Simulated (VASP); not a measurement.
# YS (Fm-3m) in VASP: notebook

Runs on YS. Level: LDA. Tasks: single point.

Everything below comes from runs of VASP 6.6.1. Logs are shortened: lines on timing, memory, paths and dates and some standing lists are left out, and cuts for length are marked.

**1. The cell of the first run**

It takes space group Fm-3m (No. 225, cubic). The conventional cell has a = 5.413 Å, b = 5.413 Å, c = 5.413 Å, α = 90.00°, β = 90.00°, γ = 90.00°. Y (site symmetry m-3m) has 6 S at 2.71 Å within 3.6 Å. S (site symmetry m-3m) has 6 Y at 2.71 Å within 3.6 Å.

**2. Single point, LDA (19.83 Å³/atom)**

Input file INCAR:

```
  PREC = Accurate
  ENCUT = 520
  EDIFF = 1E-6
  ISMEAR = -1
  SIGMA = 0.01
  LREAL = False
  LASPH = True
  NELM = 80
  ALGO = Normal
  ISIF = 2
  LWAVE = False
  LCHARG = True
  LELF = True
  LVHAR = True
  NBANDS = 16
```

Input file KPOINTS:

```
regular mesh
0
Gamma
  8 8 8
```

Input file POSCAR:

```
YS
1.0
    0.0000000000      2.7065691031      2.7065691031
    2.7065691031      0.0000000000      2.7065691031
    2.7065691031      2.7065691031      0.0000000000
Y S
1 1
Direct
    0.5000000000      0.5000000000      0.5000000000
    0.0000000000      0.0000000000      0.0000000000
```

Potentials or basis: VASP PAW LDA potentials, release 64 (Y_sv, S).

Launch:

```console
$ cat potpaw_LDA.64/Y_sv/POTCAR potpaw_LDA.64/S/POTCAR > POTCAR
$ mpirun -np 1 vasp_std > vasp.out
```

OUTCAR:

```text
PREC = Accurate
   ENCUT = 520
   EDIFF = 1E-6
   ISMEAR = -1
   LREAL = False
   LASPH = True
   NELM = 80
   ISIF = 2

 ion  position               nearest neighbor table
   1  0.500  0.500  0.500-   2 2.71   2 2.71   2 2.71   2 2.71   2 2.71   2 2.71
   2  0.000  0.000  0.000-   1 2.71   1 2.71   1 2.71   1 2.71   1 2.71   1 2.71

  LATTYP: Found a face centered cubic cell.
 ALAT       =     5.4131382062

  Lattice vectors:

 A1 = (   0.0000000000,   2.7065691031,   2.7065691031)
 A2 = (   2.7065691031,   0.0000000000,   2.7065691031)
 A3 = (   2.7065691031,   2.7065691031,   0.0000000000)

Analysis of symmetry for initial positions (statically):
=====================================================================
 Subroutine PRICEL returns:
 Original cell was already a primitive cell.

 Routine SETGRP: Setting up the symmetry group for a
 face centered cubic supercell.

 Subroutine GETGRP returns: Found 48 space group operations
 (whereof 48 operations were pure point group operations)
 out of a pool of 48 trial point group operations.

The static configuration has the point symmetry O_h .

Analysis of symmetry for dynamics (positions and initial velocities):
=====================================================================
 Subroutine PRICEL returns:
 Original cell was already a primitive cell.

 Routine SETGRP: Setting up the symmetry group for a
 face centered cubic supercell.

 Subroutine GETGRP returns: Found 48 space group operations
 (whereof 48 operations were pure point group operations)
 out of a pool of 48 trial point group operations.

The dynamic configuration has the point symmetry O_h .

 Subroutine INISYM returns: Found 48 space group operations
 (whereof 48 operations are pure point group operations),
 and found     1 'primitive' translations

----------------------------------------------------------------------------------------

                                     Primitive cell

  volume of cell :      39.6540

  direct lattice vectors                    reciprocal lattice vectors
     0.000000000  2.706569103  2.706569103    -0.184735723  0.184735723  0.184735723
     2.706569103  0.000000000  2.706569103     0.184735723 -0.184735723  0.184735723
     2.706569103  2.706569103  0.000000000     0.184735723  0.184735723 -0.184735723

  length of vectors
     3.827666733  3.827666733  3.827666733     0.319971658  0.319971658  0.319971658

  position of ions in fractional coordinates (direct lattice)
     0.500000000  0.500000000  0.500000000
     0.000000000  0.000000000  0.000000000

  ion indices of the primitive-cell ions
   primitive index   ion index
                 1           1
                 2           2

----------------------------------------------------------------------------------------

 KPOINTS: regular mesh

Automatic generation of k-mesh.
 Grid dimensions read from file:
 generate k-points for:    8    8    8

 Generating k-lattice:

  Cartesian coordinates                     Fractional coordinates (reciprocal lattice)
    -0.023091965  0.023091965  0.023091965     0.125000000  0.000000000  0.000000000
     0.023091965 -0.023091965  0.023091965     0.000000000  0.125000000  0.000000000
     0.023091965  0.023091965 -0.023091965     0.000000000  0.000000000  0.125000000

  Length of vectors
     0.039996457  0.039996457  0.039996457

  Shift w.r.t. Gamma in fractional coordinates (k-lattice)
     0.000000000  0.000000000  0.000000000

 Subroutine IBZKPT returns following result:
 ===========================================

 Found     29 irreducible k-points:

 Following reciprocal coordinates:
            Coordinates               Weight
  0.000000  0.000000  0.000000      1.000000
  0.125000  0.000000  0.000000      8.000000
  0.250000  0.000000  0.000000      8.000000
  0.375000  0.000000  0.000000      8.000000
  0.500000  0.000000  0.000000      4.000000
  0.125000  0.125000  0.000000      6.000000
[... 16 lines left out ...]
  0.500000  0.250000  0.125000     48.000000
 -0.375000  0.250000  0.125000     24.000000
 [... further k-points ...]
   k-points           NKPTS =     29   k-points in BZ     NKDIM =     29   number of bands    NBANDS=     16
   number of dos      NEDOS =    301   number of ions     NIONS =      2
   total plane-waves  NPLWV =  21952
   dimension x,y,z NGX =    28 NGY =   28 NGZ =   28
   dimension x,y,z NGXF=    56 NGYF=   56 NGZF=   56
   ions per type =               1   1
   NGX,Y,Z   is equivalent  to a cutoff of  12.16, 12.16, 12.16 a.u.
   NGXF,Y,Z  is equivalent  to a cutoff of  24.32, 24.32, 24.32 a.u.
 SYSTEM =  unknown system
   PREC   = accura    normal or accurate (medium, high low for compatibility)
   ISTART =      0    job   : 0-new  1-cont  2-samecut
   ICHARG =      2    charge: 1-file 2-atom 10-const
   ISPIN  =      1    spin polarized calculation?
   LNONCOLLINEAR =      F non collinear calculations
   LSORBIT =      F    spin-orbit coupling
   LASPH  =      T    aspherical Exc in radial PAW
   ENCUT  =  520.0 eV  38.22 Ry    6.18 a.u.   7.12  7.12  7.12*2*pi/ulx,y,z
   NELM   =     80;   NELMIN=  2; NELMDL= -5     # of ELM steps
   EDIFF  = 0.1E-05   stopping-criterion for ELM
   LREAL  =      F    real-space projection
   EDIFFG = 0.1E-04   stopping-criterion for IOM
   NSW    =      0    number of steps for IOM
   IBRION =     -1    ionic relax: 0-MD 1-quasi-New 2-CG
   NFREE  =      0    steps in history (QN), initial steepest desc. (CG)
   ISIF   =      2    stress and relaxation
   ISYM   =      2    0-nonsym 1-usesym 2-fastsym
   POTIM  = 0.5000    time-step for ionic-motion
   TEBEG  =    0.0;   TEEND  =   0.0 temperature during run
   PSTRESS=    0.0 pullay stress
   NELECT =      17.0000    total number of electrons
   NUPDOWN=      -1.0000    fix difference up-down
   EMIN   =  10.00;   EMAX   =-10.00  energy-range for DOS
   EFERMI =   0.00;   METHOD = LEGACY
   ISMEAR =    -1;   SIGMA  =   0.01  broadening in eV -4-tet -1-fermi 0-gaus
   EFERMI_NEDOS =   21; number of points for ismear=-14 and -15
   IALGO  =     38    algorithm
   IMIX   =      4    mixing-type and parameters
     AMIX     =   0.40;   BMIX     =  1.00
     AMIX_MAG =   1.60;   BMIX_MAG =  1.00
  volume/ion in A,a.u.               =      19.83       133.80
  Fermi-wavevector in a.u.,A,eV,Ry     =   1.234417  2.332711 20.732370  1.523786
  Thomas-Fermi vector in A             =   2.369108
   LORBIT       =      0    0 simple, 1 ext, 2 COOP (PROOUT), +10 PAW based schemes
   GGA     = CA    functional components
   LHFCALC =     F    Hartree Fock is set to
   AEXX    =    0.0000 exact exchange contribution
   IVDW    =     0    specifies the selected vdW correction
   LEPSILON=     F    determine dielectric tensor
   LRPA    =     F    only Hartree local field effects (RPA)
 non-spin polarized calculation
  energy-cutoff  :      520.00
  volume of cell :       39.65
 maximum number of plane-waves:      1090
   NGX = 15   NGY = 15   NGZ = 15

 number of electron      16.9999998 magnetization

 Free energy of the ion-electron system (eV)
  ---------------------------------------------------
  ext. energy  EPLUGINS =         0.00000000
  ---------------------------------------------------
  free energy    TOTEN  =       -16.03404304 eV

  energy without entropy =      -16.03339608  energy(sigma->0) =      -16.03371956

 E-fermi :   6.9630     XC(G=0): -10.9701

 val. band max:        6.9285743923   @ k =   0.1250   0.0000   0.0000
 cond. band min:       6.9694827446   @ k =   0.3750   0.1250   0.0000
 fundamental gap:      0.0409083523
 Fermi energy:         6.9630114556

 k-point     1 :       0.0000    0.0000    0.0000
  band No.  band energies     occupation
      1     -35.9856      2.00000
      2     -16.0478      2.00000
      3     -16.0478      2.00000
      4     -16.0478      2.00000
      5      -8.1512      2.00000
      6       3.6547      2.00000
[... 8 lines left out ...]
     15      13.8933      0.00000
     16      20.0606      0.00000

 k-point     2 :       0.1250    0.0000    0.0000
  band No.  band energies     occupation
      1     -35.9801      2.00000
      2     -16.1328      2.00000
      3     -16.0535      2.00000
      4     -16.0535      2.00000
      5      -7.9523      2.00000
      6       2.8020      2.00000
[... 8 lines left out ...]
     15      14.6331      0.00000
     16      18.6618      0.00000

 k-point     3 :       0.2500    0.0000    0.0000
  band No.  band energies     occupation
      1     -35.9668      2.00000
      2     -16.3274      2.00000
      3     -16.0673      2.00000
      4     -16.0673      2.00000
      5      -7.4540      2.00000
      6       1.3512      2.00000
[... 8 lines left out ...]
     15      15.4928      0.00000
     16      17.0190      0.00000

 k-point     4 :       0.3750    0.0000    0.0000
  band No.  band energies     occupation
      1     -35.9534      2.00000
      2     -16.5094      2.00000
      3     -16.0809      2.00000
      4     -16.0809      2.00000
      5      -6.9121      2.00000
      6       0.1944      2.00000
[... 8 lines left out ...]
     15      14.7739      0.00000
     16      14.7739      0.00000

 k-point     5 :       0.5000    0.0000    0.0000
  band No.  band energies     occupation
      1     -35.9479      2.00000
      2     -16.5815      2.00000
      3     -16.0865      2.00000
      4     -16.0865      2.00000
      5      -6.6664      2.00000
      6      -0.2550      2.00000
[... 8 lines left out ...]
     15      13.7218      0.00000
     16      13.7218      0.00000

 k-point     6 :       0.1250    0.1250    0.0000
  band No.  band energies     occupation
      1     -35.9783      2.00000
      2     -16.1287      2.00000
      3     -16.0700      2.00000
      4     -16.0700      2.00000
      5      -7.9064      2.00000
      6       2.3009      2.00000
[... 8 lines left out ...]
     15      14.8694      0.00000
     16      18.4059      0.00000

 k-point     7 :       0.2500    0.1250    0.0000
  band No.  band energies     occupation
      1     -35.9676      2.00000
      2     -16.2683      2.00000
      3     -16.0913      2.00000
      4     -16.0815      2.00000
      5      -7.5640      2.00000
      6       1.3935      2.00000
[... 8 lines left out ...]
     15      15.8044      0.00000
     16      16.8767      0.00000

 k-point     8 :       0.3750    0.1250    0.0000
  band No.  band energies     occupation
      1     -35.9544      2.00000
      2     -16.4400      2.00000
      3     -16.1050      2.00000
      4     -16.1020      2.00000
      5      -7.1059      2.00000
      6       0.5666      2.00000
[... 8 lines left out ...]
     15      15.0105      0.00000
     16      15.1037      0.00000

 k-point     9 :       0.5000    0.1250    0.0000
  band No.  band energies     occupation
      1     -35.9462      2.00000
      2     -16.5396      2.00000
      3     -16.1264      2.00000
      4     -16.1031      2.00000
      5      -6.7937      2.00000
      6       0.0446      2.00000
[... 8 lines left out ...]
     15      13.8031      0.00000
     16      14.3317      0.00000
[... 172 lines left out ...]
 k-point    19 :       0.5000    0.3750    0.0000
  band No.  band energies     occupation
      1     -35.9380      2.00000
      2     -16.4128      2.00000
      3     -16.2257      2.00000
      4     -16.1823      2.00000
      5      -7.3732      2.00000
      6       1.3838      2.00000
[... 8 lines left out ...]
     15      14.5979      0.00000
     16      16.9807      0.00000

 k-point    20 :      -0.3750    0.3750    0.0000
  band No.  band energies     occupation
      1     -35.9372      2.00000
      2     -16.3654      2.00000
      3     -16.3285      2.00000
      4     -16.1587      2.00000
      5      -7.1817      2.00000
      6       1.3621      2.00000
[... 8 lines left out ...]
     15      14.5238      0.00000
     16      16.1945      0.00000

 k-point    21 :       0.5000    0.5000    0.0000
  band No.  band energies     occupation
      1     -35.9364      2.00000
      2     -16.4307      2.00000
      3     -16.1984      2.00000
      4     -16.1984      2.00000
      5      -7.4881      2.00000
      6       1.5196      2.00000
[... 8 lines left out ...]
     15      14.8243      0.00000
     16      18.6711      0.00000

 k-point    22 :       0.3750    0.2500    0.1250
  band No.  band energies     occupation
      1     -35.9570      2.00000
      2     -16.3558      2.00000
      3     -16.1518      2.00000
      4     -16.0909      2.00000
      5      -7.2974      2.00000
      6       0.8656      2.00000
[... 8 lines left out ...]
     15      15.1137      0.00000
     16      15.8355      0.00000

 k-point    23 :       0.5000    0.2500    0.1250
  band No.  band energies     occupation
      1     -35.9464      2.00000
      2     -16.4452      2.00000
      3     -16.1931      2.00000
      4     -16.1137      2.00000
      5      -7.0298      2.00000
      6       0.5442      2.00000
[... 8 lines left out ...]
     15      13.8623      0.00000
     16      15.0541      0.00000

 k-point    24 :      -0.3750    0.2500    0.1250
  band No.  band energies     occupation
      1     -35.9420      2.00000
      2     -16.4832      2.00000
      3     -16.2029      2.00000
      4     -16.1284      2.00000
      5      -6.9184      2.00000
      6       0.4324      2.00000
[... 8 lines left out ...]
     15      14.8448      0.00000
     16      14.9463      0.00000

 [... further k-points ...]
[... 5 lines left out ...]
  --------------------------------------------------------------------------------------
  -------------------------------------------------------------------------------------
  Total        0.1104985      0.1104985      0.1104985      0.0000000      0.0000000      0.0000000
  in kB        4.4645715      4.4645715      4.4645715      0.0000000      0.0000000      0.0000000
  external PRESSURE =       4.4645715 kB  Pullay stress =       0.0000000 kB

 VOLUME and BASIS-vectors are now :
 -----------------------------------------------------------------------------
  energy-cutoff  :      520.00
  volume of cell :       39.65
      direct lattice vectors                 reciprocal lattice vectors
     0.000000000  2.706569103  2.706569103    -0.184735723  0.184735723  0.184735723
     2.706569103  0.000000000  2.706569103     0.184735723 -0.184735723  0.184735723
     2.706569103  2.706569103  0.000000000     0.184735723  0.184735723 -0.184735723

 POSITION                                       TOTAL-FORCE (eV/Angst)
 -----------------------------------------------------------------------------------
      2.70657      2.70657      2.70657        -0.000000     -0.000000     -0.000000
      0.00000      0.00000      0.00000         0.000000      0.000000      0.000000
 -----------------------------------------------------------------------------------
    total drift:                                0.000000      0.000000      0.000000

  FREE ENERGIE OF THE ION-ELECTRON SYSTEM (eV)
  ---------------------------------------------------
  free  energy   TOTEN  =       -16.0340430367 eV

  energy  without entropy=      -16.0333960797  energy(sigma->0) =      -16.03371956
```

It took 30 s on 1 thread of Intel Xeon 8259CL, shared host; peak memory 0.16 GiB.

What came out:

```yaml
Free_energy: -16.0340 eV
Pressure: 0.4 GPa
Band_gap_on_the_k_mesh: zero (an odd number of electrons rules out a gap without spin polarisation)
```

**3. Single point, LDA (20.45 Å³/atom)**

This run uses another cell than the first one, of 20.45 Å³/atom.

Input file INCAR:

```
PREC     = Accurate       # precision mode
ENCUT    = 520            # plane-wave cutoff, eV
EDIFF    = 1E-6           # SCF threshold, eV
ISMEAR   = -1             # smearing method
SIGMA    = 0.01           # smearing width, eV
LREAL    = F              # projectors in reciprocal space
LASPH    = T              # aspherical terms in the spheres
NELM     = 60             # most SCF steps
ALGO     = Normal         # electronic algorithm
ISIF     = 2              # what is computed and relaxed
LWAVE    = F              # write WAVECAR
LCHARG   = F              # write CHGCAR
NBANDS   = 16             # bands
```

Input file KPOINTS:

```
Automatic mesh
0
Gamma
  8 8 8
```

Input file POSCAR:

```
YS
1.0
    0.0000000000      2.7344738445      2.7344738445
    2.7344738445      0.0000000000      2.7344738445
    2.7344738445      2.7344738445      0.0000000000
Y S
1 1
Direct
    0.5000000000      0.5000000000      0.5000000000
    0.0000000000      0.0000000000      0.0000000000
```

Potentials or basis: VASP PAW LDA potentials, release 64 (Y_sv, S).

Launch:

```console
$ cat potpaw_LDA.64/Y_sv/POTCAR potpaw_LDA.64/S/POTCAR > POTCAR
$ mpirun -np 1 vasp_std > vasp.out
```

It took 35 s on 1 thread of Intel Xeon 8259CL, shared host; peak memory 0.17 GiB.

The run converged. Its results:

| Property | Result |
| --- | --- |
| Free energy | -16.0248 eV |
| Pressure | -2.8 GPa |
| Band gap on the k mesh | zero (an odd number of electrons rules out a gap without spin polarisation) |

Levels at points of the mesh, in eV from the Fermi level:
```
           k point  band 7  band 8  band 9  band 10  band 11  band 12
(0.00, 0.00, 0.00)   -3.33   -3.33   -0.21    -0.21    -0.21     0.65
(0.50, 0.00, 0.00)   -5.24   -5.24    2.10     2.73     2.80     2.80
(0.50, 0.50, 0.00)   -4.03   -4.03   -2.37     1.91     3.23     3.85
```

(Part 1 of 2 ends here.)
